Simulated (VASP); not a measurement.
# Ir (I4/mmm) in VASP: notebook

Ir is run at these levels: LDA; tasks: single point.

All numbers are computed with VASP 6.6.1; they aren't measurements. Logs are shortened: lines on timing, memory, paths and dates and some standing lists are left out, and cuts for length are marked.

### 1 The cell of the first run

It takes space group I4/mmm (No. 139, tetragonal). Conventional cell: a = 2.885 Å, b = 2.885 Å, c = 3.236 Å, α = 90.00°, β = 90.00°, γ = 90.00°. Ir (site symmetry 4/mmm) has 14 Ir at 2.60 to 3.24 Å within 3.4 Å.

### 2 Single point, LDA (13.47 Å³/atom)

The input, INCAR:

```
PREC = Accurate
ENCUT = 560
EDIFF = 1E-6
ISMEAR = 0
SIGMA = 0.15
LREAL = False
LASPH = True
NELM = 120
ALGO = Normal
ISIF = 2
LWAVE = False
LCHARG = False
NBANDS = 14
GGA_COMPAT = False
```

The input, KPOINTS:

```
Automatic mesh
0
Gamma
  22 22 22
```

The input, POSCAR:

```
Ir
1.0
    0.0000000000      2.0398988650      1.6180477797
    2.0398988650      0.0000000000      1.6180477797
    2.0398988650      2.0398988650      0.0000000000
Ir
1
Direct
    0.0000000000      0.0000000000      0.0000000000
```

Potentials or basis: VASP PAW LDA potentials, release 64 (Ir_sv_GW).

On the command line:

```sh
$ cat potpaw_LDA.64/Ir_sv_GW/POTCAR > POTCAR
$ mpirun -np 1 vasp_std > vasp.out
```

OUTCAR:

```text
PREC = Accurate
   ENCUT = 560
   EDIFF = 1E-6
   ISMEAR = 0
   LREAL = False
   LASPH = True
   NELM = 120
   ISIF = 2

 ion  position               nearest neighbor table
   1  0.000  0.000  0.000-

  LATTYP: Found a body centered tetragonal cell.
 ALAT       =     2.8848526408
 C/A-ratio  =     1.1217541977

  Lattice vectors:

 A1 = (   0.0000000000,  -2.0398988650,  -1.6180477797)
 A2 = (   0.0000000000,   2.0398988650,  -1.6180477797)
 A3 = (   2.0398988650,   0.0000000000,   1.6180477797)

Analysis of symmetry for initial positions (statically):
=====================================================================
 Subroutine PRICEL returns:
 Original cell was already a primitive cell.

 Routine SETGRP: Setting up the symmetry group for a
 body centered tetragonal supercell.

 Subroutine GETGRP returns: Found 16 space group operations
 (whereof 16 operations were pure point group operations)
 out of a pool of 16 trial point group operations.

The static configuration has the point symmetry D_4h.

Analysis of symmetry for dynamics (positions and initial velocities):
=====================================================================
 Subroutine PRICEL returns:
 Original cell was already a primitive cell.

 Routine SETGRP: Setting up the symmetry group for a
 body centered tetragonal supercell.

 Subroutine GETGRP returns: Found 16 space group operations
 (whereof 16 operations were pure point group operations)
 out of a pool of 16 trial point group operations.

The dynamic configuration has the point symmetry D_4h.

 Subroutine INISYM returns: Found 16 space group operations
 (whereof 16 operations are pure point group operations),
 and found     1 'primitive' translations

----------------------------------------------------------------------------------------

                                     Primitive cell

  volume of cell :      13.4660

  direct lattice vectors                    reciprocal lattice vectors
     0.000000000  2.039898865  1.618047780    -0.245110191  0.245110191  0.309014361
     2.039898865  0.000000000  1.618047780     0.245110191 -0.245110191  0.309014361
     2.039898865  2.039898865  0.000000000     0.245110191  0.245110191 -0.309014361

  length of vectors
     2.603702363  2.603702363  2.884852641     0.464379033  0.464379033  0.464379033

  position of ions in fractional coordinates (direct lattice)
     0.000000000  0.000000000  0.000000000

  ion indices of the primitive-cell ions
   primitive index   ion index
                 1           1

----------------------------------------------------------------------------------------

 KPOINTS: Automatic mesh

Automatic generation of k-mesh.
 Grid dimensions read from file:
 generate k-points for:   22   22   22

 Generating k-lattice:

  Cartesian coordinates                     Fractional coordinates (reciprocal lattice)
    -0.011141372  0.011141372  0.014046107     0.045454545  0.000000000  0.000000000
     0.011141372 -0.011141372  0.014046107     0.000000000  0.045454545  0.000000000
     0.011141372  0.011141372 -0.014046107     0.000000000  0.000000000  0.045454545

  Length of vectors
     0.021108138  0.021108138  0.021108138

  Shift w.r.t. Gamma in fractional coordinates (k-lattice)
     0.000000000  0.000000000  0.000000000

 Subroutine IBZKPT returns following result:
 ===========================================

 Found    834 irreducible k-points:

 Following reciprocal coordinates:
            Coordinates               Weight
  0.000000  0.000000  0.000000      1.000000
  0.045455  0.000000  0.000000      8.000000
  0.090909  0.000000  0.000000      8.000000
  0.136364  0.000000  0.000000      8.000000
  0.181818  0.000000  0.000000      8.000000
  0.227273  0.000000  0.000000      8.000000
[... 16 lines left out ...]
  0.500000  0.045455  0.000000      8.000000
 -0.454545  0.045455  0.000000      8.000000
 [... further k-points ...]
   k-points           NKPTS =    834   k-points in BZ     NKDIM =    834   number of bands    NBANDS=     14
   number of dos      NEDOS =    301   number of ions     NIONS =      1
   total plane-waves  NPLWV =   9600
   dimension x,y,z NGX =    20 NGY =   20 NGZ =   24
   dimension x,y,z NGXF=    40 NGYF=   40 NGZF=   48
   ions per type =               1
   NGX,Y,Z   is equivalent  to a cutoff of  12.77, 12.77, 13.83 a.u.
   NGXF,Y,Z  is equivalent  to a cutoff of  25.54, 25.54, 27.66 a.u.
 SYSTEM =  unknown system
   PREC   = accura    normal or accurate (medium, high low for compatibility)
   ISTART =      0    job   : 0-new  1-cont  2-samecut
   ICHARG =      2    charge: 1-file 2-atom 10-const
   ISPIN  =      1    spin polarized calculation?
   LNONCOLLINEAR =      F non collinear calculations
   LSORBIT =      F    spin-orbit coupling
   LASPH  =      T    aspherical Exc in radial PAW
   ENCUT  =  560.0 eV  41.16 Ry    6.42 a.u.   5.02  5.02  5.57*2*pi/ulx,y,z
   NELM   =    120;   NELMIN=  2; NELMDL= -5     # of ELM steps
   EDIFF  = 0.1E-05   stopping-criterion for ELM
   LREAL  =      F    real-space projection
[... 7 lines left out ...]
   TEBEG  =    0.0;   TEEND  =   0.0 temperature during run
   PSTRESS=    0.0 pullay stress
   NELECT =      17.0000    total number of electrons
   NUPDOWN=      -1.0000    fix difference up-down
   EMIN   =  10.00;   EMAX   =-10.00  energy-range for DOS
   EFERMI =   0.00;   METHOD = LEGACY
   ISMEAR =     0;   SIGMA  =   0.15  broadening in eV -4-tet -1-fermi 0-gaus
   EFERMI_NEDOS =   21; number of points for ismear=-14 and -15
   IALGO  =     38    algorithm
   IMIX   =      4    mixing-type and parameters
     AMIX     =   0.40;   BMIX     =  1.00
     AMIX_MAG =   1.60;   BMIX_MAG =  1.00
  volume/ion in A,a.u.               =      13.47        90.87
  Fermi-wavevector in a.u.,A,eV,Ry     =   1.769341  3.343570 42.593969  3.130568
  Thomas-Fermi vector in A             =   2.836349
   LORBIT       =      0    0 simple, 1 ext, 2 COOP (PROOUT), +10 PAW based schemes
   GGA     = CA    functional components
   LHFCALC =     F    Hartree Fock is set to
   AEXX    =    0.0000 exact exchange contribution
   IVDW    =     0    specifies the selected vdW correction
   LEPSILON=     F    determine dielectric tensor
   LRPA    =     F    only Hartree local field effects (RPA)
 non-spin polarized calculation
 Gauss-broadening in eV      SIGMA  =   0.15
  energy-cutoff  :      560.00
  volume of cell :       13.47
 maximum number of plane-waves:       422
   NGX = 11   NGY = 11   NGZ = 11

 number of electron      17.0000000 magnetization

 Free energy of the ion-electron system (eV)
  ---------------------------------------------------
  ext. energy  EPLUGINS =         0.00000000
  ---------------------------------------------------
  free energy    TOTEN  =       -10.39426242 eV

  energy without entropy =      -10.37980798  energy(sigma->0) =      -10.38703520

 E-fermi :  13.4528     XC(G=0): -15.0918

 val. band max:       13.4526633586   @ k =  -0.4091   0.1364   0.4545
 cond. band min:      13.4532467589   @ k =  -0.3636   0.0000   0.1818
 fundamental gap:      0.0005834003
 Fermi energy:        13.4528232577

 k-point     1 :       0.0000    0.0000    0.0000
  band No.  band energies     occupation
      1     -78.9280      2.00000
      2     -35.6006      2.00000
      3     -35.6006      2.00000
      4     -35.4266      2.00000
      5       2.0373      2.00000
      6       9.0381      2.00000
      7       9.0381      2.00000
      8      10.2413      2.00000
      9      11.6195      2.00000
     10      13.4029      1.36226
     11      28.1538      0.00000
     12      30.4821      0.00000
     13      30.4821      0.00000
     14      39.8031      0.00000

 k-point     2 :       0.0455    0.0000    0.0000
  band No.  band energies     occupation
      1     -78.9260      2.00000
      2     -35.6122      2.00000
      3     -35.6063      2.00000
      4     -35.4353      2.00000
      5       2.1380      2.00000
      6       9.0388      2.00000
      7       9.0700      2.00000
      8      10.2506      2.00000
      9      11.5846      2.00000
     10      13.3645      1.59477
     11      28.3156      0.00000
     12      30.5381      0.00000
     13      30.6406      0.00000
     14      38.5715      0.00000

 k-point     3 :       0.0909    0.0000    0.0000
  band No.  band energies     occupation
      1     -78.9206      2.00000
      2     -35.6526      2.00000
      3     -35.6231      2.00000
      4     -35.4553      2.00000
      5       2.4328      2.00000
      6       9.0338      2.00000
      7       9.1231      2.00000
      8      10.3247      2.00000
      9      11.4990      2.00000
     10      13.2656      1.92243
     11      28.7524      0.00000
     12      30.6363      0.00000
     13      31.1087      0.00000
     14      37.3085      0.00000
[... 324 lines left out ...]
 k-point    23 :       0.5000    0.0455    0.0000
  band No.  band energies     occupation
      1     -78.8359      2.00000
      2     -36.4984      2.00000
      3     -35.8882      2.00000
      4     -35.5176      2.00000
      5       5.1293      2.00000
      6       7.9061      2.00000
      7      11.2829      2.00000
      8      12.2559      2.00000
      9      14.4535      0.00000
     10      15.6422      0.00000
     11      21.9022      0.00000
     12      26.6019      0.00000
     13      31.4348      0.00000
     14      35.7836      0.00000

 k-point    24 :      -0.4545    0.0455    0.0000
  band No.  band energies     occupation
      1     -78.8374      2.00000
      2     -36.4844      2.00000
      3     -35.8820      2.00000
      4     -35.5189      2.00000
      5       5.1422      2.00000
      6       7.9266      2.00000
      7      11.1066      2.00000
      8      12.3932      2.00000
      9      14.2348      0.00000
     10      15.4212      0.00000
     11      22.2506      0.00000
     12      26.6688      0.00000
     13      31.8032      0.00000
     14      35.8109      0.00000

 [... further k-points ...]
[... 5 lines left out ...]
  --------------------------------------------------------------------------------------
  -------------------------------------------------------------------------------------
  Total        0.1551755      0.1551755      4.9895467      0.0000000      0.0000000      0.0000000
  in kB       18.4626988     18.4626988    593.6535489      0.0000000      0.0000000      0.0000000
  external PRESSURE =     210.1929822 kB  Pullay stress =       0.0000000 kB

 VOLUME and BASIS-vectors are now :
 -----------------------------------------------------------------------------
  energy-cutoff  :      560.00
  volume of cell :       13.47
      direct lattice vectors                 reciprocal lattice vectors
     0.000000000  2.039898865  1.618047780    -0.245110191  0.245110191  0.309014361
     2.039898865  0.000000000  1.618047780     0.245110191 -0.245110191  0.309014361
     2.039898865  2.039898865  0.000000000     0.245110191  0.245110191 -0.309014361

 POSITION                                       TOTAL-FORCE (eV/Angst)
 -----------------------------------------------------------------------------------
      0.00000      0.00000      0.00000         0.000000      0.000000      0.000000
 -----------------------------------------------------------------------------------
    total drift:                                0.000000     -0.000000     -0.000000

  FREE ENERGIE OF THE ION-ELECTRON SYSTEM (eV)
  ---------------------------------------------------
  free  energy   TOTEN  =       -10.3942624215 eV

  energy  without entropy=      -10.3798079821  energy(sigma->0) =      -10.38703520
```

Wall time 3.5 min (1 thread of Intel Xeon Platinum 8259CL at 2.50GHz (Skylake/Cascade Lake), shared host); peak memory 0.29 GiB.

Results:

- Free energy: -10.3943 eV
- Pressure: 21.0 GPa
- Band gap on the k mesh: zero (an odd number of electrons rules out a gap without spin polarisation)

Caveat: the stress differs along the axes, from 2 to 59 GPa; spin-orbit coupling is left out, which moves the levels of the heavy elements.

### 3 Single point, LDA (13.84 Å³/atom)

This run uses another cell than the first one, of 13.84 Å³/atom.

The input, INCAR:

```
SYSTEM = Ir
PREC = Accurate
ENCUT = 560
EDIFF = 1E-6
ISMEAR = 0
SIGMA = 0.15
LREAL = .FALSE.
LASPH = .TRUE.
NELM = 120
ALGO = Normal
ISIF = 2
LWAVE = .FALSE.
LCHARG = .TRUE.
LELF = .TRUE.
LVHAR = .TRUE.
NBANDS = 14
GGA_COMPAT = .FALSE.
```

The input, KPOINTS:

```
Automatic mesh
0
G
  22 22 22
  0 0 0
```

The input, POSCAR:

```
Ir
1.0
    0.0000000000      2.2236066789      1.3990933224
    2.2236066789      0.0000000000      1.3990933224
    2.2236066789      2.2236066789      0.0000000000
Ir
1
Direct
    0.0000000000      0.0000000000      0.0000000000
```

Potentials or basis: VASP PAW LDA potentials, release 64 (Ir_sv_GW).

On the command line:

```sh
$ cat potpaw_LDA.64/Ir_sv_GW/POTCAR > POTCAR
$ mpirun -np 1 vasp_std > vasp.out
```

Run time: 79 s. Hardware: 1 thread of Intel Xeon Platinum 8488C (Sapphire Rapids), shared host; peak memory 0.29 GiB.

It converged, with:

```
Free energy            : -10.3970 eV
Pressure               : 10.6 GPa
Band gap on the k mesh : zero (an odd number of electrons rules out a gap without spin polarisation)
```

Stress tensor (GPa, compression positive):
```
 23.08   0.00   0.00
  0.00  23.08   0.00
  0.00   0.00 -14.32
```

Levels at points of the mesh, in eV from the Fermi level:
```tsv
k point	band 6	band 7	band 8	band 9	band 10	band 11
(0.00, 0.00, 0.00)	-4.62	-3.23	-3.23	-1.79	0.35	15.53
(0.50, 0.00, 0.00)	-6.19	-0.69	0.35	0.90	2.46	9.08
(0.50, 0.50, 0.00)	-7.49	1.59	1.59	2.11	6.95	6.95
(0.50, 0.00, 0.50)	-4.72	-2.02	-0.55	-0.39	2.27	7.94
```

Caveat: the stress differs along the axes, from -14 to 23 GPa; spin-orbit coupling is left out, which moves the levels of the heavy elements.

### 4 Single point, LDA (14.20 Å³/atom)

This run uses another cell than the first one, of 14.20 Å³/atom.

The input, INCAR:

```
SYSTEM = Ir
ALGO = Normal ; EDIFF = 1E-6
ENCUT = 560 ; GGA_COMPAT = .FALSE.
ISIF = 2 ; ISMEAR = 0
LASPH = .TRUE. ; LCHARG = .TRUE.
LELF = .TRUE. ; LREAL = .FALSE.
LVHAR = .TRUE. ; LWAVE = .FALSE.
NBANDS = 14 ; NELM = 120
PREC = Accurate ; SIGMA = 0.15
```

The input, KPOINTS:

```
k-points
0
G
  22 22 22
  0 0 0
```

The input, POSCAR:

```
Ir
1.0
    0.0000000000      2.2431792795      1.4114084026
    2.2431792795      0.0000000000      1.4114084026
    2.2431792795      2.2431792795      0.0000000000
Ir
1
Direct
    0.0000000000      0.0000000000      0.0000000000
```

Potentials or basis: VASP PAW LDA potentials, release 64 (Ir_sv_GW).

On the command line:

```sh
$ cat potpaw_LDA.64/Ir_sv_GW/POTCAR > POTCAR
$ mpirun -np 1 vasp_std > vasp.out
```

OUTCAR:

```text
SYSTEM = Ir
   EDIFF = 1E-6
   ENCUT = 560
   ISIF = 2
   ISMEAR = 0
   LASPH = .TRUE.
   LREAL = .FALSE.
   NELM = 120
   PREC = Accurate

 ion  position               nearest neighbor table
   1  0.000  0.000  0.000-

  LATTYP: Found a body centered tetragonal cell.
 ALAT       =     3.1723345599
 C/A-ratio  =     0.8898231734

  Lattice vectors:

 A1 = (   0.0000000000,  -2.2431792795,  -1.4114084026)
 A2 = (   0.0000000000,   2.2431792795,  -1.4114084026)
 A3 = (   2.2431792795,   0.0000000000,   1.4114084026)

Analysis of symmetry for initial positions (statically):
=====================================================================
 Subroutine PRICEL returns:
 Original cell was already a primitive cell.

 Routine SETGRP: Setting up the symmetry group for a
 body centered tetragonal supercell.

 Subroutine GETGRP returns: Found 16 space group operations
 (whereof 16 operations were pure point group operations)
 out of a pool of 16 trial point group operations.

The static configuration has the point symmetry D_4h.

Analysis of symmetry for dynamics (positions and initial velocities):
[... 163 lines left out ...]

 k-point     1 :       0.0000    0.0000    0.0000
  band No.  band energies     occupation
      1     -79.8128      2.00000
      2     -36.6161      2.00000
      3     -36.4214      2.00000
      4     -36.4214      2.00000
      5       1.5385      2.00000
      6       7.8153      2.00000
      7       9.1457      2.00000
      8       9.1457      2.00000
      9      10.5460      2.00000
     10      12.5989      0.00132
     11      27.8123      0.00000
     12      27.8123      0.00000
     13      30.4917      0.00000
     14      39.9197      0.00000
[... 377 lines left out ...]
      1     -79.7362      2.00000
      2     -37.3313      2.00000
      3     -36.7090      2.00000
      4     -36.5514      2.00000
      5       4.7611      2.00000
      6       6.4440      2.00000
      7      11.1877      2.00000
      8      11.6888      2.00000
      9      13.6485      0.00000
     10      14.4114      0.00000
     11      21.6013      0.00000
     12      25.2631      0.00000
     13      28.3059      0.00000
     14      36.4842      0.00000

 [... further k-points ...]
[... 5 lines left out ...]
  --------------------------------------------------------------------------------------
  -------------------------------------------------------------------------------------
  Total        1.0637423      1.0637423     -2.1060718      0.0000000     -0.0000000      0.0000000
  in kB      119.9875936    119.9875936   -237.5598753      0.0000000     -0.0000000      0.0000000
  external PRESSURE =       0.8051040 kB  Pullay stress =       0.0000000 kB

 VOLUME and BASIS-vectors are now :
 -----------------------------------------------------------------------------
  energy-cutoff  :      560.00
  volume of cell :       14.20
      direct lattice vectors                 reciprocal lattice vectors
     0.000000000  2.243179280  1.411408403    -0.222897922  0.222897922  0.354256074
     2.243179280  0.000000000  1.411408403     0.222897922 -0.222897922  0.354256074
     2.243179280  2.243179280  0.000000000     0.222897922  0.222897922 -0.354256074

 POSITION                                       TOTAL-FORCE (eV/Angst)
 -----------------------------------------------------------------------------------
      0.00000      0.00000      0.00000        -0.000000      0.000000      0.000000
 -----------------------------------------------------------------------------------
    total drift:                               -0.000000     -0.000000     -0.000000

  FREE ENERGIE OF THE ION-ELECTRON SYSTEM (eV)
  ---------------------------------------------------
  free  energy   TOTEN  =       -10.4130624782 eV

  energy  without entropy=      -10.3943209114  energy(sigma->0) =      -10.40369169
```

It took 3.2 min on 1 thread of AMD EPYC 7R43 (Zen 3), shared host; peak memory 0.26 GiB.

Results:

* Free energy: -10.4131 eV
* Pressure: 0.1 GPa
* Band gap on the k mesh: zero (an odd number of electrons rules out a gap without spin polarisation)

Caveat: the stress differs along the axes, from -24 to 12 GPa; spin-orbit coupling is left out, which moves the levels of the heavy elements.

### 5 Overview

```csv
cell,gap on the mesh (eV),pressure (GPa)
"a = 2.604, b = 2.604, c = 2.885 Å, angles 56.4, 56.4, 67.3°, 1 atom",none,21.0
"a = 2.627, b = 2.627, c = 3.145 Å, angles 53.2, 53.2, 73.5°, 1 atom",none,10.6
"a = 2.650, b = 2.650, c = 3.172 Å, angles 53.2, 53.2, 73.5°, 1 atom",none,0.1
```

Alike in all rows: task single point; level LDA; potentials or basis VASP PAW LDA potentials, release 64 (Ir_sv_GW); no spin polarisation; k mesh 22 × 22 × 22; cutoff (eV) 560; smearing gaussian 0.15 eV.

Caveats: spin-orbit coupling is left out, which moves the levels of the heavy elements; the stress differs along the axes, from 2 to 59 GPa (at least some runs); the stress differs along the axes, from -14 to 23 GPa (at least some runs); the stress differs along the axes, from -24 to 12 GPa (at least some runs).

Total energies depend on the potentials used, so only differences within one code and one set of settings carry meaning.
